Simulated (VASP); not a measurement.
# MgO (a cell with a defect) in VASP: relaxation of the atoms with PBEsol

Aim: the relaxation of the atoms of MgO (a cell with a defect) with PBEsol.

All numbers are computed with VASP 6.6.1; they aren't measurements. Logs are shortened: lines on timing, memory, paths and dates and some standing lists are left out, and cuts for length are marked.

## Step 1: The cell of the first run

The cell holds a defect, 64 atoms: a = 8.429 Å, b = 8.429 Å, c = 8.429 Å, α = 90.00°, β = 90.00°, γ = 90.00°.

## Step 2: Relaxation of the atoms, PBEsol

File INCAR:

```
PREC = Accurate ; ENCUT = 520
EDIFF = 1E-7 ; ISMEAR = -1
SIGMA = 0.05 ; LREAL = Auto
LASPH = True ; NELM = 120
ALGO = Normal ; ISIF = 2
LWAVE = False ; LCHARG = False
GGA = PS ; IBRION = 2
NSW = 100 ; EDIFFG = -0.03
ISYM = -1 ; GGA_COMPAT = False
NELMIN = 4
```

File KPOINTS:

```
explicit points
1
Reciprocal
  0.25000000   0.25000000   0.25000000 1
```

File POSCAR:

```
MgO
1.0
    8.4288080000      0.0000000000      0.0000000000
    0.0000000000      8.4288080000      0.0000000000
    0.0000000000      0.0000000000      8.4288080000
O Mg
32 32
Direct
    0.2523480000      0.0010580000      0.0005910000
    0.2531650000      0.0003630000      0.5016510000
    0.2508040000      0.4988630000      0.0021860000
    0.7497650000      0.9978810000      0.9985390000
    0.7508610000      0.0014190000      0.5010900000
    0.7458070000      0.4980580000      0.9994220000
    0.7480590000      0.5018300000      0.5024920000
    0.0026660000      0.2514280000      0.0015440000
    0.0038470000      0.2494780000      0.5025420000
    0.0012890000      0.7501040000      0.0018430000
    0.9956930000      0.7511510000      0.5004960000
    0.4990760000      0.2469210000      0.0022080000
    0.5019940000      0.2492600000      0.4964610000
    0.5009590000      0.7482350000      0.9974390000
    0.4973190000      0.7516070000      0.4981530000
    0.9997770000      0.9977880000      0.2512760000
    0.9976950000      0.9984060000      0.7505770000
    0.9999200000      0.5031270000      0.2537800000
    0.0035620000      0.4980740000      0.7455840000
    0.5001430000      0.9993210000      0.2494510000
    0.4979440000      0.0001360000      0.7467350000
    0.4992280000      0.5012750000      0.2487580000
    0.4955980000      0.4990660000      0.7517110000
    0.9986850000      0.4970080000      0.5022870000
    0.2497710000      0.2498620000      0.2474710000
    0.2493570000      0.2497420000      0.7497220000
    0.2472680000      0.7487920000      0.2529320000
    0.2472710000      0.7519570000      0.7570240000
    0.7469880000      0.2487210000      0.2476430000
    0.7474390000      0.2491310000      0.7462870000
    0.7466580000      0.7508600000      0.2497800000
    0.7520450000      0.7517360000      0.7575420000
    0.2502880000      0.5002390000      0.5024070000
    0.9930810000      0.9992350000      0.9985100000
    0.0012640000      0.9994950000      0.5012300000
    0.0041160000      0.4986310000      0.0009250000
    0.4971610000      0.9962550000      0.0016210000
    0.4989500000      0.0003670000      0.5012030000
    0.4964290000      0.4997600000      0.0078430000
    0.4967500000      0.4983740000      0.4991660000
    0.2503600000      0.2526840000      0.9999440000
    0.2504420000      0.2483220000      0.5040460000
    0.2509300000      0.7489970000      0.9962050000
    0.2558410000      0.7508680000      0.4986830000
    0.7497790000      0.2544000000      0.0004600000
    0.7504150000      0.2491480000      0.5004440000
    0.7502350000      0.7487950000      0.0023960000
    0.7493710000      0.7521160000      0.4992060000
    0.2507610000      0.0004970000      0.2482390000
    0.2524470000      0.9986380000      0.7490300000
    0.2508950000      0.5023380000      0.2489750000
    0.2494500000      0.4965170000      0.7481130000
    0.7484010000      0.9972230000      0.2544010000
    0.7486520000      0.0011070000      0.7507510000
    0.7476390000      0.4968270000      0.2475340000
    0.7503160000      0.4986850000      0.7561610000
    0.0001240000      0.2546440000      0.2534700000
    0.0035080000      0.2488140000      0.7494010000
    0.9993050000      0.7512670000      0.2446260000
    0.9994050000      0.7527210000      0.7470540000
    0.4987550000      0.2514050000      0.2441950000
    0.5023150000      0.2501310000      0.7501970000
    0.4971410000      0.7466110000      0.2492100000
    0.4961130000      0.7520280000      0.7516240000
```

Potentials or basis: VASP PAW PBE potentials, release 64 (O, Mg).

On the command line:

```sh
$ cat potpaw_PBE.64/O/POTCAR potpaw_PBE.64/Mg/POTCAR > POTCAR
$ mpirun -np 1 vasp_std > vasp.out
```

OUTCAR:

```text
PREC = Accurate
   ENCUT = 520
   EDIFF = 1E-7
   ISMEAR = -1
   LREAL = Auto
   LASPH = True
   NELM = 120
   ISIF = 2
   GGA = PS
   IBRION = 2
   NSW = 100
   EDIFFG = -0.03
   ISYM = -1
   NELMIN = 4

 ion  position               nearest neighbor table
   1  0.252  0.001  0.001-  37 2.06  49 2.09  50 2.12  41 2.12  43 2.12  34 2.19
   2  0.253  0.000  0.502-  38 2.07  50 2.09  42 2.09  44 2.10  35 2.12  49 2.14
   3  0.251  0.499  0.002-  39 2.07  41 2.08  36 2.08  51 2.08  43 2.11  52 2.14
   4  0.750  0.998  0.999-  34 2.05  54 2.09  47 2.10  37 2.13  53 2.16  45 2.16
   5  0.751  0.001  0.501-  53 2.08  46 2.09  48 2.10  54 2.10  35 2.11  38 2.12
   6  0.746  0.498  0.999-  56 2.05  45 2.05  55 2.09  39 2.10  47 2.11  36 2.18
   7  0.748  0.502  0.502-  48 2.11  40 2.12  46 2.13  56 2.14  55 2.15
   8  0.003  0.251  0.002-  36 2.08  41 2.09  57 2.12  58 2.13  34 2.13  45 2.13
   9  0.004  0.249  0.503-  42 2.08  58 2.08  57 2.10  35 2.11  46 2.14
  10  0.001  0.750  0.002-  59 2.05  34 2.10  43 2.10  47 2.12  36 2.12  60 2.15
  11  0.996  0.751  0.500-  48 2.08  60 2.08  35 2.09  59 2.16  44 2.19
  12  0.499  0.247  0.002-  61 2.04  41 2.10  37 2.11  45 2.11  62 2.12  39 2.13
  13  0.502  0.249  0.496-  46 2.09  38 2.10  40 2.10  42 2.12  61 2.13  62 2.14
  14  0.501  0.748  0.997-  64 2.07  37 2.09  39 2.10  47 2.10  43 2.11  63 2.12
  15  0.497  0.752  0.498-  44 2.04  38 2.10  63 2.10  48 2.12  40 2.13  64 2.14
  16  1.000  0.998  0.251-  59 2.08  35 2.11  49 2.12  53 2.12  34 2.13  57 2.17
  17  0.998  0.998  0.751-  60 2.07  34 2.09  54 2.10  35 2.10  58 2.11  50 2.15
  18  1.000  0.503  0.254-  59 2.09  57 2.09  51 2.12  55 2.13  36 2.13
  19  0.004  0.498  0.746-  52 2.07  58 2.10  56 2.14  60 2.15  36 2.15
  20  0.500  0.999  0.249-  37 2.09  53 2.09  49 2.10  38 2.12  61 2.13  63 2.13
  21  0.498  0.000  0.747-  50 2.07  38 2.07  64 2.09  62 2.11  54 2.11  37 2.15
  22  0.499  0.501  0.249-  39 2.03  63 2.07  51 2.09  55 2.09  61 2.11  40 2.11
  23  0.496  0.499  0.752-  52 2.08  62 2.10  40 2.13  64 2.13  56 2.15  39 2.16
  24  0.999  0.497  0.502-  33 2.12
  25  0.250  0.250  0.247-  41 2.09  61 2.10  49 2.10  57 2.11  51 2.13  42 2.16
  26  0.249  0.250  0.750-  42 2.07  58 2.07  52 2.08  41 2.11  50 2.12  62 2.13
  27  0.247  0.749  0.253-  44 2.07  51 2.08  59 2.09  63 2.11  49 2.12  43 2.16
  28  0.247  0.752  0.757-  43 2.02  50 2.08  60 2.09  64 2.10  52 2.15  44 2.18
  29  0.747  0.249  0.248-  45 2.08  55 2.09  61 2.09  53 2.12  46 2.13  57 2.13
  30  0.747  0.249  0.746-  62 2.07  46 2.07  54 2.09  56 2.11  45 2.14  58 2.16
  31  0.747  0.751  0.250-  53 2.08  47 2.09  48 2.10  63 2.10  59 2.13  55 2.14
  32  0.752  0.752  0.758-  47 2.06  60 2.09  54 2.10  56 2.13  64 2.16  48 2.18
  33  0.250  0.500  0.502-  52 2.07  40 2.08  44 2.11  24 2.12  42 2.12  51 2.14  57 3.62  58 3.63
                            63 3.63  64 3.63  60 3.64  62 3.65
  34  0.993  0.999  0.999-   4 2.05  17 2.09  10 2.10   8 2.13  16 2.13   1 2.19  54 2.93  47 2.94
                            59 2.95  60 2.97  45 2.97  58 2.97  53 2.98  49 3.02  43 3.03  50 3.03
  35  0.001  0.999  0.501-  11 2.09  17 2.10  16 2.11   9 2.11   5 2.11   2 2.12  60 2.94  58 2.97
                            42 2.97  50 2.97  48 2.98  53 2.98  46 2.98  54 2.99  49 2.99  57 3.00
  36  0.004  0.499  0.001-   3 2.08   8 2.08  10 2.12  18 2.13  19 2.15   6 2.18  41 2.93  51 2.95
                            59 2.96  57 2.96  43 2.96  52 2.97  56 2.97  45 2.97  58 2.99  55 3.00
  37  0.497  0.996  0.002-   1 2.06  20 2.09  14 2.09  12 2.11   4 2.13  21 2.15  49 2.94  43 2.94
                            64 2.95  63 2.96  50 2.96  61 2.97  47 2.98  54 2.99  41 3.00  53 3.00
  38  0.499  0.000  0.501-  21 2.07   2 2.07  15 2.10  13 2.10  20 2.12   5 2.12  44 2.94  50 2.95
                            53 2.96  42 2.96  48 2.97  64 2.97  62 2.97  54 2.98  46 2.98  49 2.99
  39  0.496  0.500  0.008-  22 2.03   3 2.07  14 2.10   6 2.10  12 2.13  23 2.16  61 2.89  51 2.90
                            63 2.91  55 2.93  41 2.94  43 2.95  45 2.97  47 3.00  56 3.01  52 3.02
  40  0.497  0.498  0.499-  33 2.08  13 2.10  22 2.11   7 2.12  23 2.13  15 2.13  44 2.94  51 2.96
                            52 2.96  42 2.96  63 2.97  62 2.98  61 2.99  55 3.00  46 3.00  64 3.02
  41  0.250  0.253  1.000-   3 2.08  25 2.09   8 2.09  12 2.10  26 2.11   1 2.12  36 2.93  61 2.94
                            39 2.94  52 2.95  58 2.96  51 2.97  49 2.98  62 2.99  37 3.00  57 3.00
  42  0.250  0.248  0.504-  26 2.07   9 2.08   2 2.09  13 2.12  33 2.12  25 2.16  52 2.93  58 2.93
[... 31 lines left out ...]
  58  0.004  0.249  0.749-  26 2.07   9 2.08  19 2.10  17 2.11   8 2.13  30 2.16  42 2.93  52 2.94
                            41 2.96  35 2.97  34 2.97  50 2.97  36 2.99  46 2.99  54 3.00  56 3.00
  59  0.999  0.751  0.245-  10 2.05  16 2.08  27 2.09  18 2.09  31 2.13  11 2.16  47 2.93  34 2.95
                            36 2.96  53 2.96  43 2.98  51 2.98  49 2.98  48 3.01  35 3.01  55 3.02
  60  0.999  0.753  0.747-  17 2.07  11 2.08  32 2.09  28 2.09  19 2.15  10 2.15  35 2.94  48 2.97
                            34 2.97  50 2.97  54 2.98  43 2.98  56 3.00  47 3.01  44 3.01  52 3.02
  61  0.499  0.251  0.244-  12 2.04  29 2.09  25 2.10  22 2.11  20 2.13  13 2.13  39 2.89  41 2.94
                            55 2.95  45 2.95  37 2.97  51 2.97  49 2.97  40 2.99  53 3.00  46 3.03
[... 187 lines left out ...]
   LREAL  =      T    real-space projection
   EDIFFG = -.3E-01   stopping-criterion for IOM
   NSW    =    100    number of steps for IOM
   IBRION =      2    ionic relax: 0-MD 1-quasi-New 2-CG
   NFREE  =      1    steps in history (QN), initial steepest desc. (CG)
   ISIF   =      2    stress and relaxation
   ISYM   =     -1    0-nonsym 1-usesym 2-fastsym
   POTIM  = 0.5000    time-step for ionic-motion
   TEBEG  =    0.0;   TEEND  =   0.0 temperature during run
   PSTRESS=    0.0 pullay stress
   NELECT =     256.0000    total number of electrons
   NUPDOWN=      -1.0000    fix difference up-down
   EMIN   =  10.00;   EMAX   =-10.00  energy-range for DOS
   EFERMI =   0.00;   METHOD = LEGACY
   ISMEAR =    -1;   SIGMA  =   0.05  broadening in eV -4-tet -1-fermi 0-gaus
   EFERMI_NEDOS =   21; number of points for ismear=-14 and -15
   IALGO  =     38    algorithm
   IMIX   =      4    mixing-type and parameters
     AMIX     =   0.40;   BMIX     =  1.00
     AMIX_MAG =   1.60;   BMIX_MAG =  1.00
  volume/ion in A,a.u.               =       9.36        63.14
  Fermi-wavevector in a.u.,A,eV,Ry     =   1.233262  2.330527 20.693577  1.520935
  Thomas-Fermi vector in A             =   2.367999
   LORBIT       =      0    0 simple, 1 ext, 2 COOP (PROOUT), +10 PAW based schemes
   GGA     = PS    functional components
   LHFCALC =     F    Hartree Fock is set to
   AEXX    =    0.0000 exact exchange contribution
   IVDW    =     0    specifies the selected vdW correction
   LEPSILON=     F    determine dielectric tensor
   LRPA    =     F    only Hartree local field effects (RPA)
 conjugate gradient relaxation of ions
 non-spin polarized calculation
  energy-cutoff  :      520.00
  volume of cell :      598.82
 maximum number of plane-waves:     16125
 NGX is ok and might be reduce to    64
   NGX = 31   NGY = 31   NGZ = 31

--------------------------------------- Ionic step        1  -------------------------------------------

 number of electron     255.9999987 magnetization

 Free energy of the ion-electron system (eV)
  ---------------------------------------------------
  ext. energy  EPLUGINS =         0.00000000
  ---------------------------------------------------
  free energy    TOTEN  =      -375.12886896 eV

  energy without entropy =     -374.99237270  energy(sigma->0) =     -375.06062083

------------------------ aborting loop because EDIFF is reached ----------------------------------------

  FORCE on cell =-STRESS in cart. coord.  units (eV):
  Direction    XX          YY          ZZ          XY          YZ          ZX
  --------------------------------------------------------------------------------------
  -------------------------------------------------------------------------------------
  Total       11.3819958     25.8663708     25.0203965     -0.4553933     -1.4263698     -0.8731563
  in kB       30.4530308     69.2066134     66.9431721     -1.2184248     -3.8163151     -2.3361680
  external PRESSURE =      55.5342721 kB  Pullay stress =       0.0000000 kB
[... 275 lines left out ...]
  FREE ENERGIE OF THE ION-ELECTRON SYSTEM (eV)
  ---------------------------------------------------
  free  energy   TOTEN  =      -381.1368220879 eV

  energy  without entropy=     -380.9668661984  energy(sigma->0) =     -381.05184414

[... ionic steps 4 to 46 ...]

--------------------------------------- Ionic step       47  -------------------------------------------

 number of electron     255.9999937 magnetization

------------------------ aborting loop because EDIFF is reached ----------------------------------------
[... 191 lines left out ...]
--------------------------------------- Ionic step       49  -------------------------------------------

 number of electron     255.9999937 magnetization

 Free energy of the ion-electron system (eV)
  ---------------------------------------------------
  ext. energy  EPLUGINS =         0.00000000
  ---------------------------------------------------
  free energy    TOTEN  =      -391.20814169 eV

  energy without entropy =     -391.20814169  energy(sigma->0) =     -391.20814169

 E-fermi :   6.5011     XC(G=0): -11.3022

 val. band max:        5.2863651229   @ k =   0.2500   0.2500   0.2500
 cond. band min:       8.6962361744   @ k =   0.2500   0.2500   0.2500
 fundamental gap:      3.4098710515
 Fermi energy:         6.5011338414

 k-point     1 :       0.2500    0.2500    0.2500
  band No.  band energies     occupation
      1     -18.1355      2.00000
      2     -13.9520      2.00000
      3     -13.6605      2.00000
      4     -13.5876      2.00000
      5     -13.4889      2.00000
      6     -13.3562      2.00000
[... 132 lines left out ...]
    139      11.3681      0.00000
    140      11.5347      0.00000
 [bands above 140 left out]

------------------------ aborting loop because EDIFF is reached ----------------------------------------

  FORCE on cell =-STRESS in cart. coord.  units (eV):
  Direction    XX          YY          ZZ          XY          YZ          ZX
  --------------------------------------------------------------------------------------
  -------------------------------------------------------------------------------------
  Total       11.6058233     14.1345007     14.2288957     -3.6169490     -3.8512143      2.9338844
  in kB       31.0518911     37.8174788     38.0700366     -9.6773063    -10.3040933      7.8497367
  external PRESSURE =      35.6464688 kB  Pullay stress =       0.0000000 kB
[... 79 lines left out ...]
  FREE ENERGIE OF THE ION-ELECTRON SYSTEM (eV)
  ---------------------------------------------------
  free  energy   TOTEN  =      -391.2081416885 eV

  energy  without entropy=     -391.2081416884  energy(sigma->0) =     -391.20814169

 reached required accuracy - stopping structural energy minimisation
```

Wall time 1.5 h (1 thread of Intel Xeon 6975P-C (Granite Rapids), shared host); peak memory 0.68 GiB.

What came out:

- Free energy: -391.2081 eV
- Energy gained by relaxing: 251.2 meV/atom
- Ionic steps: 49
- Pressure after relaxing: 3.6 GPa
- Largest force after relaxing: 0.028 eV/Å
- Band gap on the k mesh: 3.41 eV

Forces on the atoms (eV/Å):
```
O   -0.003 -0.001  0.002
O    0.002 -0.001 -0.003
O    0.001  0.002 -0.001
O    0.006  0.001 -0.002
O   -0.008 -0.002  0.001
O   -0.005  0.000  0.002
O   -0.013  0.011  0.022
O   -0.009  0.005 -0.001
O    0.000  0.000 -0.004
O   -0.009 -0.002  0.003
O   -0.002  0.001  0.004
O    0.008 -0.001  0.000
O   -0.007 -0.002 -0.002
O    0.007 -0.003  0.002
O   -0.007  0.000 -0.001
O   -0.002  0.002  0.004
O   -0.001  0.005 -0.004
O   -0.012  0.001  0.002
O   -0.007  0.003  0.005
O    0.002 -0.003 -0.002
O    0.008 -0.002  0.002
O   -0.004  0.001 -0.001
O   -0.002  0.000 -0.001
O    0.011 -0.017 -0.019
O   -0.001 -0.003 -0.003
O    0.000  0.002 -0.003
O    0.002 -0.001  0.005
O    0.006  0.000  0.000
O   -0.003  0.005 -0.005
O    0.001  0.000  0.003
O   -0.001 -0.007  0.002
O    0.004  0.003 -0.001
Mg   0.017  0.006 -0.003
Mg   0.006  0.003 -0.002
Mg  -0.001  0.004  0.001
Mg   0.003  0.000 -0.001
Mg  -0.007 -0.004  0.002
Mg   0.010 -0.001 -0.003
Mg   0.006  0.000 -0.006
Mg  -0.005 -0.002  0.002
Mg   0.001  0.001 -0.004
Mg  -0.002  0.002 -0.003
Mg   0.006  0.000  0.004
Mg   0.000 -0.003  0.002
Mg   0.005  0.003 -0.002
Mg  -0.009  0.001 -0.002
Mg   0.004 -0.004 -0.004
Mg   0.001  0.000  0.005
Mg   0.003 -0.003 -0.004
Mg   0.002  0.003  0.004
Mg   0.002 -0.002  0.003
Mg   0.003  0.001  0.003
Mg   0.001  0.002  0.003
Mg   0.006  0.004 -0.004
Mg  -0.008  0.002  0.004
Mg  -0.002 -0.005  0.001
Mg  -0.010  0.001  0.000
Mg  -0.004  0.000 -0.001
Mg  -0.006  0.001  0.001
Mg  -0.006  0.000  0.004
Mg   0.002 -0.005 -0.004
Mg   0.005 -0.002  0.000
Mg   0.003  0.004 -0.001
Mg   0.009 -0.002  0.000
```

Stress tensor (GPa, compression positive):
```
 3.11 -0.97  0.78
-0.97  3.78 -1.03
 0.78 -1.03  3.81
```

Step by step:
```tsv
step	energy change (eV)	largest force (eV/Å)	pressure (GPa)
1	0.0000	8.2397	5.55
3	-6.0080	3.1634	5.73
5	-7.2651	1.6007	5.74
7	-7.6786	1.7926	6.20
9	-7.9737	1.8414	6.07
11	-8.2361	3.7571	5.91
13	-9.6519	3.9148	5.49
15	-10.3499	2.5857	5.73
17	-11.1229	3.4432	5.74
19	-11.7867	1.6360	5.21
21	-12.9248	5.4985	3.82
23	-14.0456	1.0600	3.34
25	-14.5490	2.7768	3.08
27	-14.6843	1.2727	3.02
29	-14.8811	1.8053	3.10
31	-15.3254	1.3759	3.33
33	-15.6314	0.9308	3.40
35	-15.9308	0.8131	3.48
37	-15.9890	0.5349	3.51
39	-16.0342	0.2334	3.54
41	-16.0665	0.1277	3.52
43	-16.0746	0.1149	3.55
45	-16.0762	0.3584	3.55
47	-16.0787	0.0721	3.56
49	-16.0793	0.0281	3.56
```

Final structure:
```
O Mg
1.0
     8.42881    0.00000    0.00000
     0.00000    8.42881    0.00000
     0.00000    0.00000    8.42881
O Mg
32 32
Direct
  0.25739 0.99985 0.00035
  0.25733 0.99985 0.50039
  0.25736 0.49981 0.00033
  0.75722 0.99984 0.00036
  0.75752 0.99984 0.50036
  0.75750 0.49983 0.00032
  0.70261 0.54570 0.45450
  0.00824 0.24889 0.00280
  0.01629 0.24067 0.50192
  0.00709 0.74965 0.00015
  0.00624 0.74926 0.49997
  0.50764 0.25007 0.00054
  0.50873 0.25043 0.50072
  0.50652 0.75075 0.99790
  0.49861 0.75906 0.49888
  0.00709 0.99994 0.25048
  0.00806 0.99734 0.75130
  0.00636 0.50011 0.25089
  0.01631 0.49850 0.75942
  0.50666 0.00233 0.24956
  0.50757 0.99976 0.75014
  0.49864 0.50111 0.24116
  0.50866 0.49960 0.74981
  0.81216 0.45411 0.54605
  0.25743 0.24931 0.24988
  0.25984 0.24791 0.75232
  0.25500 0.75176 0.24834
  0.25729 0.75039 0.75088
  0.75759 0.25152 0.25216
  0.75828 0.24211 0.75809
  0.75649 0.75763 0.24254
  0.75727 0.74811 0.74861
  0.03229 0.49869 0.50145
  0.00772 0.99935 0.00079
  0.00999 0.99853 0.50102
  0.01004 0.49917 0.00160
  0.50696 0.00034 0.99994
  0.50474 0.00114 0.49974
  0.50470 0.50049 0.99910
  0.48250 0.50094 0.49926
  0.25786 0.24815 0.00106
  0.25863 0.24198 0.50126
  0.25684 0.75152 0.99964
  0.25623 0.75772 0.49949
  0.75797 0.24647 0.00156
  0.75950 0.23558 0.50224
  0.75667 0.75321 0.99919
  0.75548 0.76411 0.49845
  0.25695 0.00051 0.24874
  0.25776 0.99917 0.75199
  0.25623 0.50064 0.24237
  0.25858 0.49902 0.75825
  0.75676 0.00101 0.24698
  0.75788 0.99861 0.75375
  0.75582 0.50161 0.23611
  0.75919 0.49809 0.76452
  0.00814 0.24937 0.25294
  0.00871 0.24875 0.75153
  0.00527 0.75061 0.24952
  0.00794 0.74720 0.75066
  0.50692 0.25253 0.25009
  0.50958 0.24912 0.75114
  0.50609 0.75084 0.24924
  0.50669 0.75029 0.74778
```

Caveat: the PAW data sets were made with another functional, which shifts forces and pressure a little.
